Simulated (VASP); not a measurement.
# Al (Fm-3m) in VASP: settings compared

The runs below take Al through relaxation of cell and atoms, single point, with PBE, r2SCAN, HSE06, PBE+D3(BJ).

Program: VASP 6.6.1. These are calculated values, not measurements. Logs are shortened: lines on timing, memory, paths and dates and some standing lists are left out, and cuts for length are marked.

## Step 1: The cell of the first run

The structure is cubic, space group Fm-3m (No. 225). The conventional cell has a = 4.050 Å, b = 4.050 Å, c = 4.050 Å, α = 90.00°, β = 90.00°, γ = 90.00°. Within 3.8 Å of Al (site symmetry m-3m) lie 12 Al at 2.86 Å.

## Step 2: Relaxation of cell and atoms, PBE

The input, INCAR:

```
PREC = Accurate ; ENCUT = 600
EDIFF = 1E-6 ; ISMEAR = -1
SIGMA = 0.02 ; LREAL = F
LASPH = T ; NELM = 100
ALGO = Normal ; ISIF = 3
LWAVE = F ; LCHARG = F
GGA = PE ; IBRION = 2
NSW = 80 ; EDIFFG = -0.005
```

The input, KPOINTS:

```
Automatic mesh
0
Gamma
  10 10 10
```

The input, POSCAR:

```
Al
1.0
    0.0000000000      2.0248050000      2.0248050000
    2.0248050000      0.0000000000      2.0248050000
    2.0248050000      2.0248050000      0.0000000000
Al
1
Direct
    0.0000000000      0.0000000000      0.0000000000
```

Potentials or basis: VASP PAW PBE potentials, release 64 (Al).

The run is started by

```bash
$ cat potpaw_PBE.64/Al/POTCAR > POTCAR
$ mpirun -np 1 vasp_std > vasp.out
```

OUTCAR:

```text
PREC = Accurate
   ENCUT = 600
   EDIFF = 1E-6
   ISMEAR = -1
   LREAL = F
   LASPH = T
   NELM = 100
   ISIF = 3
   GGA = PE
   IBRION = 2
   NSW = 80
   EDIFFG = -0.005

 ion  position               nearest neighbor table
   1  0.000  0.000  0.000-

  LATTYP: Found a face centered cubic cell.
 ALAT       =     4.0496100000

  Lattice vectors:

 A1 = (   0.0000000000,   2.0248050000,   2.0248050000)
 A2 = (   2.0248050000,   0.0000000000,   2.0248050000)
 A3 = (   2.0248050000,   2.0248050000,   0.0000000000)

Analysis of symmetry for initial positions (statically):
=====================================================================
 Subroutine PRICEL returns:
 Original cell was already a primitive cell.

 Routine SETGRP: Setting up the symmetry group for a
 face centered cubic supercell.

 Subroutine GETGRP returns: Found 48 space group operations
 (whereof 48 operations were pure point group operations)
 out of a pool of 48 trial point group operations.

The static configuration has the point symmetry O_h .

Analysis of symmetry for dynamics (positions and initial velocities):
=====================================================================
 Subroutine PRICEL returns:
 Original cell was already a primitive cell.

 Routine SETGRP: Setting up the symmetry group for a
 face centered cubic supercell.

 Subroutine GETGRP returns: Found 48 space group operations
 (whereof 48 operations were pure point group operations)
 out of a pool of 48 trial point group operations.

The dynamic configuration has the point symmetry O_h .

 Subroutine INISYM returns: Found 48 space group operations
 (whereof 48 operations are pure point group operations),
 and found     1 'primitive' translations

----------------------------------------------------------------------------------------

                                     Primitive cell

  volume of cell :      16.6027

  direct lattice vectors                    reciprocal lattice vectors
     0.000000000  2.024805000  2.024805000    -0.246937359  0.246937359  0.246937359
     2.024805000  0.000000000  2.024805000     0.246937359 -0.246937359  0.246937359
     2.024805000  2.024805000  0.000000000     0.246937359  0.246937359 -0.246937359

  length of vectors
     2.863506692  2.863506692  2.863506692     0.427708053  0.427708053  0.427708053

  position of ions in fractional coordinates (direct lattice)
     0.000000000  0.000000000  0.000000000

  ion indices of the primitive-cell ions
   primitive index   ion index
                 1           1

----------------------------------------------------------------------------------------

 KPOINTS: Automatic mesh

Automatic generation of k-mesh.
 Grid dimensions read from file:
 generate k-points for:   10   10   10

 Generating k-lattice:

  Cartesian coordinates                     Fractional coordinates (reciprocal lattice)
    -0.024693736  0.024693736  0.024693736     0.100000000  0.000000000  0.000000000
     0.024693736 -0.024693736  0.024693736     0.000000000  0.100000000  0.000000000
     0.024693736  0.024693736 -0.024693736     0.000000000  0.000000000  0.100000000

  Length of vectors
     0.042770805  0.042770805  0.042770805

  Shift w.r.t. Gamma in fractional coordinates (k-lattice)
     0.000000000  0.000000000  0.000000000

 Subroutine IBZKPT returns following result:
 ===========================================

 Found     47 irreducible k-points:

 Following reciprocal coordinates:
            Coordinates               Weight
  0.000000  0.000000  0.000000      1.000000
  0.100000  0.000000  0.000000      8.000000
  0.200000  0.000000  0.000000      8.000000
  0.300000  0.000000  0.000000      8.000000
  0.400000  0.000000  0.000000      8.000000
  0.500000  0.000000  0.000000      4.000000
[... 16 lines left out ...]
  0.300000  0.300000  0.000000      6.000000
  0.400000  0.300000  0.000000     24.000000
 [... further k-points ...]
   k-points           NKPTS =     47   k-points in BZ     NKDIM =     47   number of bands    NBANDS=      5
   number of dos      NEDOS =    301   number of ions     NIONS =      1
   total plane-waves  NPLWV =  13824
   dimension x,y,z NGX =    24 NGY =   24 NGZ =   24
   dimension x,y,z NGXF=    48 NGYF=   48 NGZF=   48
   ions per type =               1
   NGX,Y,Z   is equivalent  to a cutoff of  13.93, 13.93, 13.93 a.u.
   NGXF,Y,Z  is equivalent  to a cutoff of  27.87, 27.87, 27.87 a.u.
 SYSTEM =  unknown system
   PREC   = accura    normal or accurate (medium, high low for compatibility)
   ISTART =      0    job   : 0-new  1-cont  2-samecut
   ICHARG =      2    charge: 1-file 2-atom 10-const
   ISPIN  =      1    spin polarized calculation?
   LNONCOLLINEAR =      F non collinear calculations
   LSORBIT =      F    spin-orbit coupling
   LASPH  =      T    aspherical Exc in radial PAW
   ENCUT  =  600.0 eV  44.10 Ry    6.64 a.u.   5.72  5.72  5.72*2*pi/ulx,y,z
   NELM   =    100;   NELMIN=  2; NELMDL= -5     # of ELM steps
   EDIFF  = 0.1E-05   stopping-criterion for ELM
   LREAL  =      F    real-space projection
   EDIFFG = -.5E-02   stopping-criterion for IOM
   NSW    =     80    number of steps for IOM
   IBRION =      2    ionic relax: 0-MD 1-quasi-New 2-CG
   NFREE  =      1    steps in history (QN), initial steepest desc. (CG)
   ISIF   =      3    stress and relaxation
   ISYM   =      2    0-nonsym 1-usesym 2-fastsym
   POTIM  = 0.5000    time-step for ionic-motion
   TEBEG  =    0.0;   TEEND  =   0.0 temperature during run
   PSTRESS=    0.0 pullay stress
   NELECT =       3.0000    total number of electrons
   NUPDOWN=      -1.0000    fix difference up-down
   EMIN   =  10.00;   EMAX   =-10.00  energy-range for DOS
   EFERMI =   0.00;   METHOD = LEGACY
   ISMEAR =    -1;   SIGMA  =   0.02  broadening in eV -4-tet -1-fermi 0-gaus
   EFERMI_NEDOS =   21; number of points for ismear=-14 and -15
   IALGO  =     38    algorithm
   IMIX   =      4    mixing-type and parameters
     AMIX     =   0.40;   BMIX     =  1.00
     AMIX_MAG =   1.60;   BMIX_MAG =  1.00
  volume/ion in A,a.u.               =      16.60       112.04
  Fermi-wavevector in a.u.,A,eV,Ry     =   0.925526  1.748991 11.654733  0.856599
  Thomas-Fermi vector in A             =   2.051390
   LORBIT       =      0    0 simple, 1 ext, 2 COOP (PROOUT), +10 PAW based schemes
   GGA     = PE    functional components
   LHFCALC =     F    Hartree Fock is set to
   AEXX    =    0.0000 exact exchange contribution
   IVDW    =     0    specifies the selected vdW correction
   LEPSILON=     F    determine dielectric tensor
   LRPA    =     F    only Hartree local field effects (RPA)
 conjugate gradient relaxation of ions
 non-spin polarized calculation
  energy-cutoff  :      600.00
  volume of cell :       16.60
 maximum number of plane-waves:       568
   NGX = 11   NGY = 11   NGZ = 11

--------------------------------------- Ionic step        1  -------------------------------------------

 number of electron       3.0000000 magnetization

 Free energy of the ion-electron system (eV)
  ---------------------------------------------------
  ext. energy  EPLUGINS =         0.00000000
  ---------------------------------------------------
  free energy    TOTEN  =        -3.72548629 eV

  energy without entropy =       -3.72369898  energy(sigma->0) =       -3.72459264

------------------------ aborting loop because EDIFF is reached ----------------------------------------

  FORCE on cell =-STRESS in cart. coord.  units (eV):
  Direction    XX          YY          ZZ          XY          YZ          ZX
  --------------------------------------------------------------------------------------
  -------------------------------------------------------------------------------------
  Total       -0.0771944     -0.0771944     -0.0771944      0.0000000      0.0000000      0.0000000
  in kB       -7.4493234     -7.4493234     -7.4493234      0.0000000      0.0000000      0.0000000
  external PRESSURE =      -7.4493234 kB  Pullay stress =       0.0000000 kB
[... 55 lines left out ...]
  energy  without entropy=       -3.7242169323  energy(sigma->0) =       -3.72505600

--------------------------------------- Ionic step        3  -------------------------------------------

 number of electron       3.0000000 magnetization

 Free energy of the ion-electron system (eV)
  ---------------------------------------------------
  ext. energy  EPLUGINS =         0.00000000
  ---------------------------------------------------
  free energy    TOTEN  =        -3.72589709 eV

  energy without entropy =       -3.72421592  energy(sigma->0) =       -3.72505651

 E-fermi :   8.1724     XC(G=0): -10.2131

 val. band max:        8.1616889315   @ k =  -0.4000   0.4000   0.1000
 cond. band min:       8.2491923784   @ k =  -0.3000   0.4000   0.1000
 fundamental gap:      0.0875034469
 Fermi energy:         8.1724477865

 k-point     1 :       0.0000    0.0000    0.0000
  band No.  band energies     occupation
      1      -3.1201      2.00000
      2      20.6869      0.00000
      3      20.6869      0.00000
      4      20.6869      0.00000
      5      22.2102      0.00000

 k-point     2 :       0.1000    0.0000    0.0000
  band No.  band energies     occupation
      1      -2.8477      2.00000
      2      17.3964      0.00000
      3      19.9694      0.00000
      4      19.9694      0.00000
      5      22.8561      0.00000
[... 169 lines left out ...]
 k-point    24 :       0.4000    0.3000    0.0000
  band No.  band energies     occupation
      1       1.4381      2.00000
      2      11.4921      0.00000
      3      11.9419      0.00000
      4      14.5081      0.00000
      5      15.8087      0.00000

 [... further k-points ...]
[... 5 lines left out ...]
  --------------------------------------------------------------------------------------
  -------------------------------------------------------------------------------------
  Total        0.0006683      0.0006683      0.0006683      0.0000000      0.0000000     -0.0000000
  in kB        0.0651723      0.0651723      0.0651723      0.0000000      0.0000000     -0.0000000
  external PRESSURE =       0.0651723 kB  Pullay stress =       0.0000000 kB
[... 16 lines left out ...]
  FREE ENERGIE OF THE ION-ELECTRON SYSTEM (eV)
  ---------------------------------------------------
  free  energy   TOTEN  =        -3.7258970949 eV

  energy  without entropy=       -3.7242159212  energy(sigma->0) =       -3.72505651

 reached required accuracy - stopping structural energy minimisation
```

Wall time 3 s (1 thread of Intel Xeon 6975P-C (Granite Rapids), shared host); peak memory 0.12 GiB.

What came out:

- Free energy: -3.7259 eV
- Relaxed volume: 16.43 Å³/atom
- Relaxed cell: a = 2.853 Å, b = 2.853 Å, c = 2.853 Å, α = 60.00°, β = 60.00°, γ = 60.00°
- Space group after relaxing (to 0.05 Å): Fm-3m (No. 225)
- Energy gained by relaxing: 0.4 meV/atom
- Ionic steps: 3
- Pressure after relaxing: 0.0 GPa

The path:
| step | energy change (eV) | largest force (eV/Å) | pressure (GPa) | volume (Å³) |
| --- | --- | --- | --- | --- |
| 1 | 0.0000 | 0.0000 | -0.74 | 16.60 |
| 2 | -0.0004 | 0.0000 | 0.05 | 16.42 |
| 3 | -0.0004 | 0.0000 | 0.01 | 16.43 |

Final structure:
```xyz
1
Lattice="0.0000 2.0177 2.0177 2.0177 0.0000 2.0177 2.0177 2.0177 0.0000" Properties=species:S:1:pos:R:3 pbc="T T T"
Al    0.0000    0.0000    0.0000
```

## Step 3: Relaxation of cell and atoms, r2SCAN

This run uses another cell than the first one, of 16.43 Å³/atom, 0.989 times its volume.

The input, POSCAR:

```
Al
1.0
    0.0000000000      2.0176913852      2.0176913852
    2.0176913852      0.0000000000      2.0176913852
    2.0176913852      2.0176913852      0.0000000000
Al
1
Direct
    0.0000000000      0.0000000000      0.0000000000
```

The input, INCAR.step1:

```
SYSTEM = Al
PREC = Accurate
ENCUT = 600
ISMEAR = -1
SIGMA = 0.02
LREAL = .False.
LASPH = .True.
NELM = 80
GGA = PE
ALGO = Normal
EDIFF = 1E-4
LWAVE = .True.
LCHARG = .False.
```

The input, INCAR.step2:

```
SYSTEM = Al
PREC = Accurate
ENCUT = 600
EDIFF = 1E-6
ISMEAR = -1
SIGMA = 0.02
LREAL = .False.
LASPH = .True.
NELM = 80
ALGO = Normal
ISIF = 3
LWAVE = .False.
LCHARG = .False.
METAGGA = R2SCAN
LMIXTAU = .True.
IBRION = 2
NSW = 80
EDIFFG = -0.005
ISTART = 1
```

The input, KPOINTS:

```
regular mesh
0
Gamma
  10 10 10
  0 0 0
```

Potentials or basis: VASP PAW PBE potentials, release 64 (Al).

The run is started by

```bash
$ cat potpaw_PBE.64/Al/POTCAR > POTCAR
$ cp INCAR.step1 INCAR
$ mpirun -np 1 vasp_std > vasp.out
$ cp INCAR.step2 INCAR
$ mpirun -np 1 vasp_std > vasp.out
```

Run time: 18 s. Hardware: 1 thread of Intel Xeon 6975P-C (Granite Rapids), shared host; peak memory 0.14 GiB.

Results (log left out):

```yaml
Free_energy: -6.7238 eV
Relaxed_volume: 15.76 Å³/atom
Relaxed_cell: a = 2.814 Å, b = 2.814 Å, c = 2.814 Å, α = 60.00°, β = 60.00°, γ = 60.00°
Space_group_after_relaxing_to_0.05_Å: Fm-3m (No. 225)
Energy_gained_by_relaxing: 8.0 meV/atom
Ionic_steps: 3
Pressure_after_relaxing: 0.0 GPa
```

The path:
```csv
step,energy change (eV),largest force (eV/Å),pressure (GPa),volume (Å³)
1,0.0000,0.0000,-3.66,16.43
2,-0.0072,0.0000,1.35,15.55
3,-0.0080,0.0000,0.04,15.76
```

Final structure:
```xyz
1
Lattice="0.0000 1.9898 1.9898 1.9898 0.0000 1.9898 1.9898 1.9898 0.0000" Properties=species:S:1:pos:R:3 pbc="T T T"
Al    0.0000    0.0000    0.0000
```

Levels at points of the mesh, in eV from the Fermi level:
| k point | band 1 | band 2 | band 3 | band 4 | band 5 |
| --- | --- | --- | --- | --- | --- |
| (0.00, 0.00, 0.00) | -12.20 | 13.55 | 13.55 | 13.55 | 15.84 |
| (0.50, 0.00, 0.00) | -5.22 | -4.63 | 12.27 | 12.27 | 12.81 |
| (0.50, 0.50, 0.00) | -3.30 | -1.71 | 5.44 | 6.20 | 6.20 |

Caveat: the PAW data sets were made with another functional, which shifts forces and pressure a little.

## Step 4: Single point, HSE06

This run uses another cell than the first one, of 15.82 Å³/atom, 0.953 times its volume.

The input, POSCAR:

```
Al
1.0
    0.0000000000      1.9923965371      1.9923965371
    1.9923965371      0.0000000000      1.9923965371
    1.9923965371      1.9923965371      0.0000000000
Al
1
Direct
    0.0000000000      0.0000000000      0.0000000000
```

The input, INCAR.step1:

```
SYSTEM = Al
ALGO = Normal
EDIFF = 1E-5
ENCUT = 520
GGA = PE
ISIF = 2
ISMEAR = -1
LASPH = .True.
LCHARG = .False.
LREAL = .False.
LWAVE = .True.
NBANDS = 8
NELM = 60
PREC = Accurate
SIGMA = 0.02
```

The input, INCAR.step2:

```
SYSTEM = Al
ALGO = Normal
EDIFF = 1E-7
ENCUT = 520
GGA = PE
HFSCREEN = 0.2079
ISIF = 2
ISMEAR = -1
ISTART = 1
LASPH = .True.
LCHARG = .False.
LHFCALC = .True.
LREAL = .False.
LWAVE = .False.
NBANDS = 8
NELM = 60
PREC = Accurate
PRECFOCK = Normal
SIGMA = 0.02
```

The input, KPOINTS:

```
k-points
0
Gamma
  8 8 8
  0 0 0
```

The run is started by

```bash
$ cat potpaw_PBE.64/Al/POTCAR > POTCAR
$ cp INCAR.step1 INCAR
$ mpirun -np 1 vasp_std > vasp.out
$ cp INCAR.step2 INCAR
$ mpirun -np 1 vasp_std > vasp.out
```

It took 4.9 min on 1 thread of AMD EPYC 7R13 (Zen 3), shared host; peak memory 0.21 GiB.

It converged, with:

```
Free energy : -4.0936 eV
Pressure    : 3.1 GPa
```

Levels at points of the mesh, in eV from the Fermi level:
```csv
k point,band 1,band 2,band 3,band 4,band 5,band 6
"(0.00, 0.00, 0.00)",-13.15,13.83,13.83,13.83,15.67,15.67
"(0.50, 0.00, 0.00)",-5.59,-5.19,12.55,12.55,12.77,12.77
"(0.50, 0.50, 0.00)",-3.65,-1.83,5.71,6.31,6.31,10.22
```

Caveat: the PAW data sets were made with another functional, which shifts forces and pressure a little.

## Step 5: Single point, PBE+D3(BJ)

This run uses another cell than the first one, of 15.68 Å³/atom, 0.945 times its volume.

The input, INCAR:

```
SYSTEM = Al
PREC = Accurate
ENCUT = 520
EDIFF = 1E-6
ISMEAR = -1
SIGMA = 0.02
LREAL = .False.
LASPH = .True.
NELM = 100
ALGO = Normal
ISIF = 2
LWAVE = .False.
LCHARG = .False.
GGA = PE
IVDW = 12
NBANDS = 8
```

The input, KPOINTS:

```
Automatic mesh
0
Gamma
  10 10 10
  0 0 0
```

The input, POSCAR:

```
Al
1.0
    0.0000000000      1.9867751931      1.9867751931
    1.9867751931      0.0000000000      1.9867751931
    1.9867751931      1.9867751931      0.0000000000
Al
1
Direct
    0.0000000000      0.0000000000      0.0000000000
```

The run is started by

```bash
$ cat potpaw_PBE.64/Al/POTCAR > POTCAR
$ mpirun -np 1 vasp_std > vasp.out
```

It took 4 s on 1 thread of Intel Xeon 8259CL, shared host; peak memory 0.14 GiB.

Results (log left out):

```yaml
Free_energy: -4.0721 eV
Pressure: -0.1 GPa
Dispersion_energy_per_atom: -0.355 eV
```

Levels at points of the mesh, in eV from the Fermi level:
```csv
k point,band 1,band 2,band 3,band 4,band 5,band 6
"(0.00, 0.00, 0.00)",-11.59,12.80,12.80,12.80,14.69,14.69
"(0.50, 0.00, 0.00)",-4.90,-4.55,11.60,11.60,11.86,11.86
"(0.50, 0.50, 0.00)",-3.15,-1.71,5.17,5.74,5.74,9.46
```

Caveat: pairwise dispersion overbinds metals, which lowers pressure and volume.

## Step 6: Overview

| task | level | cell | k mesh | cutoff (eV) | grid for exact exchange (PRECFOCK) | screening parameter | gap on the mesh (eV) | pressure (GPa) | relaxed volume (Å³/atom) |
| --- | --- | --- | --- | --- | --- | --- | --- | --- | --- |
| relaxation of cell and atoms | PBE | relaxed from a = 2.864 Å, angles 60.0°, 1 atom | 10 × 10 × 10 | 600 | - | - | none | 0.0 | 16.43 |
| relaxation of cell and atoms | r2SCAN | relaxed from a = 2.853 Å, angles 60.0°, 1 atom | 10 × 10 × 10 | 600 | - | - | none | 0.0 | 15.76 |
| single point | HSE06 | a = 2.818 Å, angles 60.0°, 1 atom | 8 × 8 × 8 | 520 | Normal | 0.2079 1/Å | none | 3.1 | - |
| single point | PBE+D3(BJ) | a = 2.810 Å, angles 60.0°, 1 atom | 10 × 10 × 10 | 520 | - | - | none | -0.1 | - |

Alike in all rows: potentials or basis VASP PAW PBE potentials, release 64 (Al); no spin polarisation; smearing fermi-dirac 0.02 eV.

Caveats: the PAW data sets were made with another functional, which shifts forces and pressure a little (some runs); pairwise dispersion overbinds metals, which lowers pressure and volume (some runs).

Absolute energies hang on the potentials; compare differences alone.
